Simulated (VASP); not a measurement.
# CsCdCl3 (P4mm) in VASP: further runs

Runs on CsCdCl3. Level: LDA. Tasks: single point.

Everything below comes from runs of VASP 6.6.1. Logs are shortened: lines on timing, memory, paths and dates and some standing lists are left out, and cuts for length are marked.

## (1) The cell of the first run

The structure is tetragonal, space group P4mm (No. 99). The conventional cell has a = 5.200 Å, b = 5.200 Å, c = 5.200 Å, α = 90.00°, β = 90.00°, γ = 90.00°. Within 4.8 Å of Cs (site symmetry 4mm) lie 12 Cl at 3.62 to 3.74 Å and 8 Cd at 4.50 Å. Within 3.3 Å of Cd (site symmetry 4mm) lie 6 Cl at 2.51 to 2.69 Å. Cl (site symmetry 4mm) has 2 Cd at 2.51 to 2.69 Å within 3.3 Å. Cl (site symmetry 2mm) has 2 Cd at 2.60 Å within 3.4 Å.

## (2) Single point, LDA (all Cl atoms moved +0.087 Å, as atom 3 along Cartesian [1 0 0])

INCAR

```
ALGO     = Normal         # electronic algorithm
EDIFF    = 1E-6           # SCF threshold, eV
ENCUT    = 520            # plane-wave cutoff, eV
ISIF     = 2              # what is computed and relaxed
ISMEAR   = 0              # smearing method
LASPH    = True           # aspherical terms in the spheres
LCHARG   = False          # write CHGCAR
LREAL    = False          # projectors in reciprocal space
LWAVE    = False          # write WAVECAR
NBANDS   = 29             # bands
NELM     = 80             # most SCF steps
PREC     = Accurate       # precision mode
SIGMA    = 0.05           # smearing width, eV
```

KPOINTS

```
k-points
0
Gamma
  6 6 6
```

POSCAR

```
CsCdCl3
1.0
    5.2000000000      0.0000000000      0.0000000000
    0.0000000000      5.2000000000      0.0000000000
    0.0000000000      0.0000000000      5.2000000000
Cs Cd Cl
1 1 3
Direct
    0.0000000000      0.0000000000      0.0000000000
    0.5000000000      0.5000000000      0.5000000000
    0.0168269231      0.5000000000      0.5000000000
    0.5168269231      0.0000000000      0.5000000000
    0.5168269231      0.5000000000      0.0000000000
```

Potentials or basis: VASP PAW LDA potentials, release 64 (Cs_sv, Cd, Cl).

Started as:

```
> cat potpaw_LDA.64/Cs_sv/POTCAR potpaw_LDA.64/Cd/POTCAR potpaw_LDA.64/Cl/POTCAR > POTCAR
> mpirun -np 1 vasp_std > vasp.out
```

OUTCAR:

```text
EDIFF = 1E-6
   ENCUT = 520
   ISIF = 2
   ISMEAR = 0
   LASPH = True
   LREAL = False
   NELM = 80
   PREC = Accurate

 ion  position               nearest neighbor table
   1  0.000  0.000  0.000-
   2  0.500  0.500  0.500-   3 2.51   4 2.60   5 2.60   5 2.60   4 2.60   3 2.69
   3  0.017  0.500  0.500-   2 2.51   2 2.69
   4  0.517  0.000  0.500-   2 2.60   2 2.60
   5  0.517  0.500  0.000-   2 2.60   2 2.60

  LATTYP: Found a simple cubic cell.
 ALAT       =     5.2000000000

  Lattice vectors:

 A1 = (   5.2000000000,   0.0000000000,   0.0000000000)
 A2 = (   0.0000000000,   5.2000000000,   0.0000000000)
 A3 = (   0.0000000000,   0.0000000000,   5.2000000000)

Analysis of symmetry for initial positions (statically):
=====================================================================
 Subroutine PRICEL returns:
 Original cell was already a primitive cell.

 Routine SETGRP: Setting up the symmetry group for a
 simple cubic supercell.

 Subroutine GETGRP returns: Found  8 space group operations
 (whereof  8 operations were pure point group operations)
 out of a pool of 48 trial point group operations.

The static configuration has the point symmetry C_4v.

Analysis of symmetry for dynamics (positions and initial velocities):
=====================================================================
 Subroutine PRICEL returns:
 Original cell was already a primitive cell.

 Routine SETGRP: Setting up the symmetry group for a
 simple cubic supercell.

 Subroutine GETGRP returns: Found  8 space group operations
 (whereof  8 operations were pure point group operations)
 out of a pool of 48 trial point group operations.

The dynamic configuration has the point symmetry C_4v.

 Subroutine INISYM returns: Found  8 space group operations
 (whereof  8 operations are pure point group operations),
 and found     1 'primitive' translations

----------------------------------------------------------------------------------------

                                     Primitive cell

  volume of cell :     140.6080

  direct lattice vectors                    reciprocal lattice vectors
     5.200000000  0.000000000  0.000000000     0.192307692  0.000000000  0.000000000
     0.000000000  5.200000000  0.000000000     0.000000000  0.192307692  0.000000000
     0.000000000  0.000000000  5.200000000     0.000000000  0.000000000  0.192307692

  length of vectors
     5.200000000  5.200000000  5.200000000     0.192307692  0.192307692  0.192307692

  position of ions in fractional coordinates (direct lattice)
     0.000000000  0.000000000  0.000000000
     0.500000000  0.500000000  0.500000000
     0.016826923  0.500000000  0.500000000
     0.516826923  0.000000000  0.500000000
     0.516826923  0.500000000  0.000000000

  ion indices of the primitive-cell ions
   primitive index   ion index
                 1           1
                 2           2
                 3           3
                 4           4
                 5           5

----------------------------------------------------------------------------------------

 KPOINTS: k-points

Automatic generation of k-mesh.
 Grid dimensions read from file:
 generate k-points for:    6    6    6

 Generating k-lattice:

  Cartesian coordinates                     Fractional coordinates (reciprocal lattice)
     0.032051282  0.000000000  0.000000000     0.166666667  0.000000000  0.000000000
     0.000000000  0.032051282  0.000000000     0.000000000  0.166666667  0.000000000
     0.000000000  0.000000000  0.032051282     0.000000000  0.000000000  0.166666667

  Length of vectors
     0.032051282  0.032051282  0.032051282

  Shift w.r.t. Gamma in fractional coordinates (k-lattice)
     0.000000000  0.000000000  0.000000000

 Subroutine IBZKPT returns following result:
 ===========================================

 Found     40 irreducible k-points:

 Following reciprocal coordinates:
            Coordinates               Weight
  0.000000  0.000000  0.000000      1.000000
  0.166667  0.000000  0.000000      2.000000
  0.000000  0.166667  0.000000      4.000000
  0.333333  0.000000  0.000000      2.000000
  0.000000  0.333333  0.000000      4.000000
  0.500000  0.000000  0.000000      1.000000
[... 16 lines left out ...]
  0.166667  0.166667  0.166667      8.000000
  0.333333  0.166667  0.166667      8.000000
 [... further k-points ...]
   k-points           NKPTS =     40   k-points in BZ     NKDIM =     40   number of bands    NBANDS=     29
   number of dos      NEDOS =    301   number of ions     NIONS =      5
   total plane-waves  NPLWV =  64000
   dimension x,y,z NGX =    40 NGY =   40 NGZ =   40
   dimension x,y,z NGXF=    80 NGYF=   80 NGZF=   80
   ions per type =               1   1   3
   NGX,Y,Z   is equivalent  to a cutoff of  12.79, 12.79, 12.79 a.u.
   NGXF,Y,Z  is equivalent  to a cutoff of  25.58, 25.58, 25.58 a.u.
 SYSTEM =  unknown system
   PREC   = accura    normal or accurate (medium, high low for compatibility)
   ISTART =      0    job   : 0-new  1-cont  2-samecut
   ICHARG =      2    charge: 1-file 2-atom 10-const
   ISPIN  =      1    spin polarized calculation?
   LNONCOLLINEAR =      F non collinear calculations
   LSORBIT =      F    spin-orbit coupling
   LASPH  =      T    aspherical Exc in radial PAW
   ENCUT  =  520.0 eV  38.22 Ry    6.18 a.u.   9.67  9.67  9.67*2*pi/ulx,y,z
   NELM   =     80;   NELMIN=  2; NELMDL= -5     # of ELM steps
   EDIFF  = 0.1E-05   stopping-criterion for ELM
   LREAL  =      F    real-space projection
   EDIFFG = 0.1E-04   stopping-criterion for IOM
   NSW    =      0    number of steps for IOM
   IBRION =     -1    ionic relax: 0-MD 1-quasi-New 2-CG
   NFREE  =      0    steps in history (QN), initial steepest desc. (CG)
   ISIF   =      2    stress and relaxation
   ISYM   =      2    0-nonsym 1-usesym 2-fastsym
   POTIM  = 0.5000    time-step for ionic-motion
   TEBEG  =    0.0;   TEEND  =   0.0 temperature during run
   PSTRESS=    0.0 pullay stress
   NELECT =      42.0000    total number of electrons
   NUPDOWN=      -1.0000    fix difference up-down
   EMIN   =  10.00;   EMAX   =-10.00  energy-range for DOS
   EFERMI =   0.00;   METHOD = LEGACY
   ISMEAR =     0;   SIGMA  =   0.05  broadening in eV -4-tet -1-fermi 0-gaus
   EFERMI_NEDOS =   21; number of points for ismear=-14 and -15
   IALGO  =     38    algorithm
   IMIX   =      4    mixing-type and parameters
     AMIX     =   0.40;   BMIX     =  1.00
     AMIX_MAG =   1.60;   BMIX_MAG =  1.00
  volume/ion in A,a.u.               =      28.12       189.77
  Fermi-wavevector in a.u.,A,eV,Ry     =   1.094346  2.068014 16.294239  1.197593
  Thomas-Fermi vector in A             =   2.230649
   LORBIT       =      0    0 simple, 1 ext, 2 COOP (PROOUT), +10 PAW based schemes
   GGA     = CA    functional components
   LHFCALC =     F    Hartree Fock is set to
   AEXX    =    0.0000 exact exchange contribution
   IVDW    =     0    specifies the selected vdW correction
   LEPSILON=     F    determine dielectric tensor
   LRPA    =     F    only Hartree local field effects (RPA)
 non-spin polarized calculation
 Gauss-broadening in eV      SIGMA  =   0.05
  energy-cutoff  :      520.00
  volume of cell :      140.61
 maximum number of plane-waves:      3840
 NGX is ok and might be reduce to    40
   NGX = 19   NGY = 19   NGZ = 19

 number of electron      42.0000009 magnetization

 Free energy of the ion-electron system (eV)
  ---------------------------------------------------
  ext. energy  EPLUGINS =         0.00000000
  ---------------------------------------------------
  free energy    TOTEN  =       -16.79350357 eV

  energy without entropy =      -16.79350357  energy(sigma->0) =      -16.79350357

 E-fermi :   0.1750     XC(G=0):  -9.1386

 val. band max:       -0.1018364748   @ k =   0.5000   0.5000   0.5000
 cond. band min:       1.4534635025   @ k =   0.0000   0.0000   0.0000
 fundamental gap:      1.5552999773
 Fermi energy:         0.1750138250

 k-point     1 :       0.0000    0.0000    0.0000
  band No.  band energies     occupation
      1     -19.0312      2.00000
      2     -13.6534      2.00000
      3     -13.1072      2.00000
      4     -13.0885      2.00000
      5      -6.6690      2.00000
      6      -6.6690      2.00000
[... 21 lines left out ...]
     28       7.0781      0.00000
     29      10.9883      0.00000

 k-point     2 :       0.1667    0.0000    0.0000
  band No.  band energies     occupation
      1     -19.0287      2.00000
      2     -13.6192      2.00000
      3     -13.1203      2.00000
      4     -13.0869      2.00000
      5      -6.6859      2.00000
      6      -6.6859      2.00000
[... 21 lines left out ...]
     28       7.3570      0.00000
     29      10.5023      0.00000

 k-point     3 :       0.0000    0.1667    0.0000
  band No.  band energies     occupation
      1     -19.0287      2.00000
      2     -13.6214      2.00000
      3     -13.1101      2.00000
      4     -13.0951      2.00000
      5      -6.6900      2.00000
      6      -6.6772      2.00000
[... 21 lines left out ...]
     28       7.3626      0.00000
     29      10.4659      0.00000

 k-point     4 :       0.3333    0.0000    0.0000
  band No.  band energies     occupation
      1     -19.0237      2.00000
      2     -13.5454      2.00000
      3     -13.1497      2.00000
      4     -13.0838      2.00000
      5      -6.9810      2.00000
      6      -6.7174      2.00000
[... 21 lines left out ...]
     28       8.0596      0.00000
     29       9.2224      0.00000

 k-point     5 :       0.0000    0.3333    0.0000
  band No.  band energies     occupation
      1     -19.0236      2.00000
      2     -13.5536      2.00000
      3     -13.1290      2.00000
      4     -13.0970      2.00000
      5      -6.9700      2.00000
      6      -6.7127      2.00000
[... 21 lines left out ...]
     28       8.0748      0.00000
     29       9.2009      0.00000
[... 510 lines left out ...]
     28       8.6819      0.00000
     29       8.7246      0.00000

 k-point    22 :       0.0000    0.5000    0.5000
  band No.  band energies     occupation
      1     -19.0134      2.00000
      2     -13.3144      2.00000
      3     -13.1547      2.00000
      4     -13.1547      2.00000
      5      -7.2589      2.00000
      6      -6.9093      2.00000
[... 21 lines left out ...]
     28       8.7047      0.00000
     29       8.7059      0.00000

 k-point    23 :       0.1667    0.1667    0.1667
  band No.  band energies     occupation
      1     -19.0241      2.00000
      2     -13.5502      2.00000
      3     -13.1211      2.00000
      4     -13.1030      2.00000
      5      -6.7161      2.00000
      6      -6.7110      2.00000
[... 21 lines left out ...]
     28       7.8326      0.00000
     29       9.6286      0.00000

 k-point    24 :       0.3333    0.1667    0.1667
  band No.  band energies     occupation
      1     -19.0197      2.00000
      2     -13.4677      2.00000
      3     -13.1510      2.00000
      4     -13.0986      2.00000
      5      -7.0125      2.00000
      6      -6.7464      2.00000
[... 21 lines left out ...]
     28       8.3743      0.00000
     29       8.9819      0.00000

 [... further k-points ...]
[... 5 lines left out ...]
  --------------------------------------------------------------------------------------
  -------------------------------------------------------------------------------------
  Total       -1.1814492     -1.4810716     -1.4810716      0.0000000      0.0000000      0.0000000
  in kB      -13.4621863    -16.8762753    -16.8762753      0.0000000      0.0000000      0.0000000
  external PRESSURE =     -15.7382456 kB  Pullay stress =       0.0000000 kB

 VOLUME and BASIS-vectors are now :
 -----------------------------------------------------------------------------
  energy-cutoff  :      520.00
  volume of cell :      140.61
      direct lattice vectors                 reciprocal lattice vectors
     5.200000000  0.000000000  0.000000000     0.192307692  0.000000000  0.000000000
     0.000000000  5.200000000  0.000000000     0.000000000  0.192307692  0.000000000
     0.000000000  0.000000000  5.200000000     0.000000000  0.000000000  0.192307692

 POSITION                                       TOTAL-FORCE (eV/Angst)
 -----------------------------------------------------------------------------------
      0.00000      0.00000      0.00000         0.049138      0.000000     -0.000000
      2.60000      2.60000      2.60000         0.282101      0.000000     -0.000000
      0.08750      2.60000      2.60000        -0.350427     -0.000000      0.000000
      2.68750      0.00000      2.60000         0.009594      0.000000     -0.000000
      2.68750      2.60000      0.00000         0.009594      0.000000     -0.000000
 -----------------------------------------------------------------------------------
    total drift:                                0.000171      0.000000     -0.000005

  FREE ENERGIE OF THE ION-ELECTRON SYSTEM (eV)
  ---------------------------------------------------
  free  energy   TOTEN  =       -16.7935035683 eV

  energy  without entropy=      -16.7935035683  energy(sigma->0) =      -16.79350357
```

It took 2.4 min on 1 thread of Intel Xeon Platinum 8259CL at 2.50GHz (Skylake/Cascade Lake), shared host; peak memory 0.3 GiB.

Results:

* Free energy: -16.7935 eV
* Pressure: -1.6 GPa
* Largest force: 0.350 eV/Å
* Band gap on the k mesh: 1.56 eV (least direct gap 2.13 eV)

Forces in eV/Å, atoms in the order of the input:
```
Cs   0.049  0.000  0.000
Cd   0.282  0.000  0.000
Cl  -0.350  0.000  0.000
Cl   0.010  0.000  0.000
Cl   0.010  0.000  0.000
```

Caveat: the cell differs from its parent crystal (all Cl atoms moved +0.087 Å, as atom 3 along Cartesian [1 0 0]); spin-orbit coupling is left out, which moves the levels of the heavy elements. A k mesh can miss the band edges.

## (3) Single point, LDA (all Cl atoms moved +0.062 Å, as atom 3 along Cartesian [1 0 0])

INCAR

```
PREC = Accurate ; ENCUT = 520
EDIFF = 1E-7 ; ISMEAR = 0
SIGMA = 0.05 ; LREAL = False
LASPH = True ; NELM = 100
ALGO = Normal ; ISIF = 2
LWAVE = False ; LCHARG = False
GGA = CA ; NBANDS = 29
```

KPOINTS

```
regular mesh
0
Gamma
  6 6 6
```

POSCAR

```
CsCdCl3
1.0
    5.2000000000      0.0000000000      0.0000000000
    0.0000000000      5.2000000000      0.0000000000
    0.0000000000      0.0000000000      5.2000000000
Cs Cd Cl
1 1 3
Direct
    0.0000000000      0.0000000000      0.0000000000
    0.5000000000      0.5000000000      0.5000000000
    0.0120192308      0.5000000000      0.5000000000
    0.5120192308      0.0000000000      0.5000000000
    0.5120192308      0.5000000000      0.0000000000
```

Potentials or basis: VASP PAW LDA potentials, release 64 (Cs_sv, Cd, Cl).

Started as:

```
> cat potpaw_LDA.64/Cs_sv/POTCAR potpaw_LDA.64/Cd/POTCAR potpaw_LDA.64/Cl/POTCAR > POTCAR
> mpirun -np 1 vasp_std > vasp.out
```

Run time: 1.8 min. Hardware: 1 thread of Intel Xeon Platinum 8259CL at 2.50GHz (Skylake/Cascade Lake), shared host; peak memory 0.3 GiB.

Results (log left out):

```
Free energy            : -16.8005 eV
Pressure               : -1.6 GPa
Largest force          : 0.245 eV/Å
Band gap on the k mesh : 1.55 eV (least direct gap 2.12 eV)
```

Forces on the atoms (eV/Å):
```
Cs   0.035  0.000  0.000
Cd   0.196  0.000  0.000
Cl  -0.245  0.000  0.000
Cl   0.007  0.000  0.000
Cl   0.007  0.000  0.000
```

Stress tensor (GPa, compression positive):
```
-1.51  0.00  0.00
 0.00 -1.69  0.00
 0.00  0.00 -1.69
```

Levels at points of the mesh, in eV from the valence-band top:
| k point | band 17 | band 18 | band 19 | band 20 | band 21 | band 22 | band 23 | band 24 | band 25 | band 26 |
| --- | --- | --- | --- | --- | --- | --- | --- | --- | --- | --- |
| (0.00, 0.00, 0.00) | -0.91 | -0.91 | -0.58 | -0.58 | -0.58 | 1.55 | 5.57 | 5.89 | 5.89 | 7.17 |
| (0.50, 0.00, 0.00) | -1.14 | -0.91 | -0.91 | -0.85 | -0.85 | 4.28 | 6.92 | 7.22 | 7.74 | 8.01 |
| (0.00, 0.50, 0.00) | -1.14 | -0.91 | -0.91 | -0.85 | -0.85 | 4.28 | 6.92 | 7.22 | 7.74 | 7.99 |
| (0.50, 0.50, 0.00) | -1.12 | -1.06 | -1.06 | -0.29 | -0.01 | 6.06 | 7.06 | 7.08 | 7.65 | 8.08 |
| (0.00, 0.50, 0.50) | -1.12 | -1.07 | -1.07 | -0.29 | -0.01 | 6.07 | 7.06 | 7.06 | 7.65 | 8.06 |
| (0.50, 0.50, 0.50) | -0.27 | -0.27 | -0.27 | 0.00 | 0.00 | 5.67 | 5.67 | 5.67 | 7.29 | 7.86 |

Caveat: the cell differs from its parent crystal (all Cl atoms moved +0.062 Å, as atom 3 along Cartesian [1 0 0]); spin-orbit coupling is left out, which moves the levels of the heavy elements. A k mesh can miss the band edges.
